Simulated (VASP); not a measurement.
# Si6Ru (P4/mmm) in VASP: notebook

The runs below take Si6Ru through single point, relaxation of cell and atoms, with PBE.

All numbers are computed with VASP 6.6.1; they aren't measurements. Logs are shortened: lines on timing, memory, paths and dates and some standing lists are left out, and cuts for length are marked.

## Step 1: The cell of the first run

Symmetry: P4/mmm, No. 123, tetragonal system. Conventional cell: a = 3.785 Å, b = 3.785 Å, c = 7.859 Å, α = 90.00°, β = 90.00°, γ = 90.00°. Within 3.2 Å of Si (site symmetry mmm) lie 6 Si at 2.42 to 2.68 Å. Within 3.2 Å of Si (site symmetry 2mm) lie 2 Ru at 2.42 Å and 6 Si at 2.42 to 3.02 Å. Ru (site symmetry 4/mmm) has 8 Si at 2.42 Å within 3.2 Å.

## Step 2: Single point, PBE

Contents of INCAR:

```
SYSTEM = Si6Ru
  PREC = Accurate
  ENCUT = 520
  EDIFF = 1E-7
  ISMEAR = 0
  SIGMA = 0.2
  LREAL = .False.
  LASPH = .True.
  NELM = 80
  ALGO = Normal
  ISIF = 2
  LWAVE = .False.
  LCHARG = .True.
  GGA = PE
  LELF = .True.
  LVHAR = .True.
  NBANDS = 28
```

Contents of KPOINTS:

```
Automatic mesh
0
Gamma
  4 4 2
  0 0 0
```

Contents of POSCAR:

```
Si6Ru
1.0
    3.7848843019      0.0000000000      0.0000000000
    0.0000000000      3.7848843019      0.0000000000
    0.0000000000      0.0000000000      7.8592962326
Si Ru
6 1
Direct
    0.0000000000      0.5000000000      0.5000000000
    0.5000000000      0.0000000000      0.5000000000
    0.0000000000      0.5000000000      0.8079878437
    0.5000000000      0.0000000000      0.8079878437
    0.0000000000      0.5000000000      0.1920121563
    0.5000000000      0.0000000000      0.1920121563
    0.0000000000      0.0000000000      0.0000000000
```

Potentials or basis: VASP PAW PBE potentials, release 64 (Si, Ru_pv).

Launch:

```console
> cat potpaw_PBE.64/Si/POTCAR potpaw_PBE.64/Ru_pv/POTCAR > POTCAR
> mpirun -np 1 vasp_std > vasp.out
```

OUTCAR:

```text
SYSTEM = Si6Ru
   PREC = Accurate
   ENCUT = 520
   EDIFF = 1E-7
   ISMEAR = 0
   LREAL = .False.
   LASPH = .True.
   NELM = 80
   ISIF = 2
   GGA = PE

 ion  position               nearest neighbor table
   1  0.000  0.500  0.500-   3 2.42   5 2.42   2 2.68   2 2.68   2 2.68   2 2.68
   2  0.500  0.000  0.500-   4 2.42   6 2.42   1 2.68   1 2.68   1 2.68   1 2.68
   3  0.000  0.500  0.808-   7 2.42   7 2.42   1 2.42   4 2.68   4 2.68   4 2.68   4 2.68   5 3.02

   4  0.500  0.000  0.808-   7 2.42   7 2.42   2 2.42   3 2.68   3 2.68   3 2.68   3 2.68   6 3.02

   5  0.000  0.500  0.192-   7 2.42   7 2.42   1 2.42   6 2.68   6 2.68   6 2.68   6 2.68   3 3.02

   6  0.500  0.000  0.192-   7 2.42   7 2.42   2 2.42   5 2.68   5 2.68   5 2.68   5 2.68   4 3.02

   7  0.000  0.000  0.000-   3 2.42   4 2.42   5 2.42   6 2.42   3 2.42   5 2.42   4 2.42   6 2.42

  LATTYP: Found a simple tetragonal cell.
 ALAT       =     3.7848843019
 C/A-ratio  =     2.0764957673

  Lattice vectors:

 A1 = (   3.7848843019,   0.0000000000,   0.0000000000)
 A2 = (   0.0000000000,   3.7848843019,   0.0000000000)
 A3 = (   0.0000000000,   0.0000000000,   7.8592962326)

Analysis of symmetry for initial positions (statically):
=====================================================================
 Subroutine PRICEL returns:
 Original cell was already a primitive cell.

 Routine SETGRP: Setting up the symmetry group for a
 simple tetragonal supercell.

 Subroutine GETGRP returns: Found 16 space group operations
 (whereof 16 operations were pure point group operations)
 out of a pool of 16 trial point group operations.

The static configuration has the point symmetry D_4h.

Analysis of symmetry for dynamics (positions and initial velocities):
=====================================================================
 Subroutine PRICEL returns:
 Original cell was already a primitive cell.

 Routine SETGRP: Setting up the symmetry group for a
 simple tetragonal supercell.

 Subroutine GETGRP returns: Found 16 space group operations
 (whereof 16 operations were pure point group operations)
 out of a pool of 16 trial point group operations.

The dynamic configuration has the point symmetry D_4h.

 Subroutine INISYM returns: Found 16 space group operations
 (whereof 16 operations are pure point group operations),
 and found     1 'primitive' translations

----------------------------------------------------------------------------------------

                                     Primitive cell

  volume of cell :     112.5872

  direct lattice vectors                    reciprocal lattice vectors
     3.784884302  0.000000000  0.000000000     0.264208869  0.000000000  0.000000000
     0.000000000  3.784884302  0.000000000     0.000000000  0.264208869  0.000000000
     0.000000000  0.000000000  7.859296233     0.000000000  0.000000000  0.127237856

  length of vectors
     3.784884302  3.784884302  7.859296233     0.264208869  0.264208869  0.127237856

  position of ions in fractional coordinates (direct lattice)
     0.000000000  0.500000000  0.500000000
     0.500000000  0.000000000  0.500000000
     0.000000000  0.500000000  0.807987844
     0.500000000  0.000000000  0.807987844
     0.000000000  0.500000000  0.192012156
     0.500000000  0.000000000  0.192012156
     0.000000000  0.000000000  0.000000000

  ion indices of the primitive-cell ions
   primitive index   ion index
                 1           1
                 2           2
                 3           3
                 4           4
                 5           5
                 6           6
                 7           7

----------------------------------------------------------------------------------------

 KPOINTS: Automatic mesh

Automatic generation of k-mesh.
 Grid dimensions read from file:
 generate k-points for:    4    4    2

 Generating k-lattice:

  Cartesian coordinates                     Fractional coordinates (reciprocal lattice)
     0.066052217  0.000000000  0.000000000     0.250000000  0.000000000  0.000000000
     0.000000000  0.066052217  0.000000000     0.000000000  0.250000000  0.000000000
     0.000000000  0.000000000  0.063618928     0.000000000  0.000000000  0.500000000

  Length of vectors
     0.066052217  0.066052217  0.063618928

  Shift w.r.t. Gamma in fractional coordinates (k-lattice)
     0.000000000  0.000000000  0.000000000

 Subroutine IBZKPT returns following result:
 ===========================================

 Found     12 irreducible k-points:

 Following reciprocal coordinates:
            Coordinates               Weight
  0.000000  0.000000  0.000000      1.000000
  0.250000  0.000000  0.000000      4.000000
  0.500000  0.000000  0.000000      2.000000
  0.250000  0.250000  0.000000      4.000000
  0.500000  0.250000  0.000000      4.000000
  0.500000  0.500000  0.000000      1.000000
  0.000000  0.000000  0.500000      1.000000
  0.250000  0.000000  0.500000      4.000000
  0.500000  0.000000  0.500000      2.000000
  0.250000  0.250000  0.500000      4.000000
  0.500000  0.250000  0.500000      4.000000
  0.500000  0.500000  0.500000      1.000000
   k-points           NKPTS =     12   k-points in BZ     NKDIM =     12   number of bands    NBANDS=     28
   number of dos      NEDOS =    301   number of ions     NIONS =      7
   total plane-waves  NPLWV =  47040
   dimension x,y,z NGX =    28 NGY =   28 NGZ =   60
   dimension x,y,z NGXF=    56 NGYF=   56 NGZF=  120
   ions per type =               6   1
   NGX,Y,Z   is equivalent  to a cutoff of  12.30, 12.30, 12.69 a.u.
   NGXF,Y,Z  is equivalent  to a cutoff of  24.60, 24.60, 25.38 a.u.
 SYSTEM =  Si6Ru
   PREC   = accura    normal or accurate (medium, high low for compatibility)
   ISTART =      0    job   : 0-new  1-cont  2-samecut
   ICHARG =      2    charge: 1-file 2-atom 10-const
   ISPIN  =      1    spin polarized calculation?
   LNONCOLLINEAR =      F non collinear calculations
   LSORBIT =      F    spin-orbit coupling
   LASPH  =      T    aspherical Exc in radial PAW
   ENCUT  =  520.0 eV  38.22 Ry    6.18 a.u.   7.04  7.04 14.61*2*pi/ulx,y,z
   NELM   =     80;   NELMIN=  2; NELMDL= -5     # of ELM steps
   EDIFF  = 0.1E-06   stopping-criterion for ELM
   LREAL  =      F    real-space projection
   EDIFFG = 0.1E-05   stopping-criterion for IOM
   NSW    =      0    number of steps for IOM
   IBRION =     -1    ionic relax: 0-MD 1-quasi-New 2-CG
   NFREE  =      0    steps in history (QN), initial steepest desc. (CG)
   ISIF   =      2    stress and relaxation
   ISYM   =      2    0-nonsym 1-usesym 2-fastsym
   POTIM  = 0.5000    time-step for ionic-motion
   TEBEG  =    0.0;   TEEND  =   0.0 temperature during run
   PSTRESS=    0.0 pullay stress
   NELECT =      38.0000    total number of electrons
   NUPDOWN=      -1.0000    fix difference up-down
   EMIN   =  10.00;   EMAX   =-10.00  energy-range for DOS
   EFERMI =   0.00;   METHOD = LEGACY
   ISMEAR =     0;   SIGMA  =   0.20  broadening in eV -4-tet -1-fermi 0-gaus
   EFERMI_NEDOS =   21; number of points for ismear=-14 and -15
   IALGO  =     38    algorithm
   IMIX   =      4    mixing-type and parameters
     AMIX     =   0.40;   BMIX     =  1.00
     AMIX_MAG =   1.60;   BMIX_MAG =  1.00
  volume/ion in A,a.u.               =      16.08       108.54
  Fermi-wavevector in a.u.,A,eV,Ry     =   1.139829  2.153965 17.676830  1.299210
  Thomas-Fermi vector in A             =   2.276532
   LORBIT       =      0    0 simple, 1 ext, 2 COOP (PROOUT), +10 PAW based schemes
   GGA     = PE    functional components
   LHFCALC =     F    Hartree Fock is set to
   AEXX    =    0.0000 exact exchange contribution
   IVDW    =     0    specifies the selected vdW correction
   LEPSILON=     F    determine dielectric tensor
   LRPA    =     F    only Hartree local field effects (RPA)
 non-spin polarized calculation
 Gauss-broadening in eV      SIGMA  =   0.20
  energy-cutoff  :      520.00
  volume of cell :      112.59
 maximum number of plane-waves:      3072
   NGX = 15   NGY = 15   NGZ = 29

 number of electron      38.0000008 magnetization

 Free energy of the ion-electron system (eV)
  ---------------------------------------------------
  ext. energy  EPLUGINS =         0.00000000
  ---------------------------------------------------
  free energy    TOTEN  =       -41.19827919 eV

  energy without entropy =      -41.15720406  energy(sigma->0) =      -41.17774163

 E-fermi :   8.5932     XC(G=0): -10.8969

 val. band max:        8.5139020283   @ k =   0.5000   0.0000   0.0000
 cond. band min:       8.7566374351   @ k =   0.5000   0.5000   0.5000
 fundamental gap:      0.2427354068
 Fermi energy:         8.5932179514

 k-point     1 :       0.0000    0.0000    0.0000
  band No.  band energies     occupation
      1     -34.2243      2.00000
      2     -33.9816      2.00000
      3     -33.9816      2.00000
      4      -4.0853      2.00000
      5      -2.1032      2.00000
      6      -1.3135      2.00000
[... 20 lines left out ...]
     27      14.4470      0.00000
     28      14.4470      0.00000

 k-point     2 :       0.2500    0.0000    0.0000
  band No.  band energies     occupation
      1     -34.2234      2.00000
      2     -33.9905      2.00000
      3     -33.9810      2.00000
      4      -3.4639      2.00000
      5      -1.5931      2.00000
      6      -0.6887      2.00000
[... 20 lines left out ...]
     27      13.1925      0.00000
     28      13.5373      0.00000

 k-point     3 :       0.5000    0.0000    0.0000
  band No.  band energies     occupation
      1     -34.2224      2.00000
      2     -33.9994      2.00000
      3     -33.9805      2.00000
      4      -1.8325      2.00000
      5      -1.4978      2.00000
      6      -0.3760      2.00000
[... 20 lines left out ...]
     27      12.0814      0.00000
     28      12.4369      0.00000

 k-point     4 :       0.2500    0.2500    0.0000
  band No.  band energies     occupation
      1     -34.2224      2.00000
      2     -33.9899      2.00000
      3     -33.9899      2.00000
      4      -2.8529      2.00000
      5      -1.1046      2.00000
      6      -0.0567      2.00000
[... 20 lines left out ...]
     27      14.1692      0.00000
     28      14.5317      0.00000

 k-point     5 :       0.5000    0.2500    0.0000
  band No.  band energies     occupation
      1     -34.2214      2.00000
      2     -33.9987      2.00000
      3     -33.9893      2.00000
      4      -1.2377      2.00000
      5      -1.0047      2.00000
      6       0.0619      2.00000
[... 20 lines left out ...]
     27      14.0431      0.00000
     28      14.8365      0.00000

 k-point     6 :       0.5000    0.5000    0.0000
  band No.  band energies     occupation
      1     -34.2204      2.00000
      2     -33.9981      2.00000
      3     -33.9981      2.00000
      4      -0.1571      2.00000
      5      -0.1571      2.00000
      6       0.7143      2.00000
[... 20 lines left out ...]
     27      14.0913      0.00000
     28      14.6518      0.00000

 k-point     7 :       0.0000    0.0000    0.5000
  band No.  band energies     occupation
      1     -34.2244      2.00000
      2     -33.9816      2.00000
      3     -33.9816      2.00000
      4      -3.5702      2.00000
      5      -3.4099      2.00000
      6       0.3941      2.00000
[... 20 lines left out ...]
     27      13.5055      0.00000
     28      13.7824      0.00000

 k-point     8 :       0.2500    0.0000    0.5000
  band No.  band energies     occupation
      1     -34.2234      2.00000
      2     -33.9905      2.00000
      3     -33.9810      2.00000
      4      -2.9926      2.00000
      5      -2.7750      2.00000
      6       0.7679      2.00000
[... 20 lines left out ...]
     27      12.8542      0.00000
     28      13.4938      0.00000

 k-point     9 :       0.5000    0.0000    0.5000
  band No.  band energies     occupation
      1     -34.2224      2.00000
      2     -33.9994      2.00000
      3     -33.9805      2.00000
      4      -1.3920      2.00000
      5      -1.2537      2.00000
      6      -1.2137      2.00000
[... 20 lines left out ...]
     27      13.6357      0.00000
     28      13.7702      0.00000

 k-point    10 :       0.2500    0.2500    0.5000
  band No.  band energies     occupation
      1     -34.2224      2.00000
      2     -33.9899      2.00000
      3     -33.9899      2.00000
      4      -2.4337      2.00000
      5      -2.1444      2.00000
      6       1.0069      2.00000
[... 20 lines left out ...]
     27      13.1393      0.00000
     28      13.6956      0.00000

 k-point    11 :       0.5000    0.2500    0.5000
  band No.  band energies     occupation
      1     -34.2214      2.00000
      2     -33.9987      2.00000
      3     -33.9893      2.00000
      4      -0.9150      2.00000
      5      -0.7871      2.00000
      6      -0.5916      2.00000
[... 20 lines left out ...]
     27      13.4916      0.00000
     28      14.0452      0.00000

 k-point    12 :       0.5000    0.5000    0.5000
  band No.  band energies     occupation
      1     -34.2204      2.00000
      2     -33.9981      2.00000
      3     -33.9981      2.00000
      4      -0.1621      2.00000
      5      -0.1621      2.00000
      6       0.7206      2.00000
[... 20 lines left out ...]
     27      14.6755      0.00000
     28      14.6755      0.00000

------------------------ aborting loop because EDIFF is reached ----------------------------------------

  FORCE on cell =-STRESS in cart. coord.  units (eV):
  Direction    XX          YY          ZZ          XY          YZ          ZX
  --------------------------------------------------------------------------------------
  -------------------------------------------------------------------------------------
  Total       -0.4018700     -0.4018700     -0.1885095      0.0000000     -0.0000000      0.0000000
  in kB       -5.7188315     -5.7188315     -2.6825936      0.0000000     -0.0000000      0.0000000
  external PRESSURE =      -4.7067522 kB  Pullay stress =       0.0000000 kB

 VOLUME and BASIS-vectors are now :
 -----------------------------------------------------------------------------
  energy-cutoff  :      520.00
  volume of cell :      112.59
      direct lattice vectors                 reciprocal lattice vectors
     3.784884302  0.000000000  0.000000000     0.264208869  0.000000000  0.000000000
     0.000000000  3.784884302  0.000000000     0.000000000  0.264208869  0.000000000
     0.000000000  0.000000000  7.859296233     0.000000000  0.000000000  0.127237856

 POSITION                                       TOTAL-FORCE (eV/Angst)
 -----------------------------------------------------------------------------------
      0.00000      1.89244      3.92965         0.000000      0.000000     -0.000000
      1.89244      0.00000      3.92965         0.000000      0.000000     -0.000000
      0.00000      1.89244      6.35022         0.000000      0.000000      0.001255
      1.89244      0.00000      6.35022        -0.000000     -0.000000      0.001255
      0.00000      1.89244      1.50908         0.000000      0.000000     -0.001255
      1.89244      0.00000      1.50908         0.000000      0.000000     -0.001255
      0.00000      0.00000      0.00000         0.000000      0.000000     -0.000000
 -----------------------------------------------------------------------------------
    total drift:                               -0.000000      0.000000     -0.000000

  FREE ENERGIE OF THE ION-ELECTRON SYSTEM (eV)
  ---------------------------------------------------
  free  energy   TOTEN  =       -41.1982791949 eV

  energy  without entropy=      -41.1572040632  energy(sigma->0) =      -41.17774163
```

Wall time 47 s (1 thread of Intel Xeon Platinum 8259CL at 2.50GHz (Skylake/Cascade Lake), shared host); peak memory 0.21 GiB.

Results:

| Quantity | Value |
| --- | --- |
| Free energy | -41.1983 eV |
| Pressure | -0.5 GPa |
| Band gap on the k mesh | zero (band 19 reaches 9.48 eV, above the bottom of band 20 at 7.50 eV) |

Caveat: the k points lie up to 0.42 Å⁻¹ apart.

(Continued in part 2 of 2.)
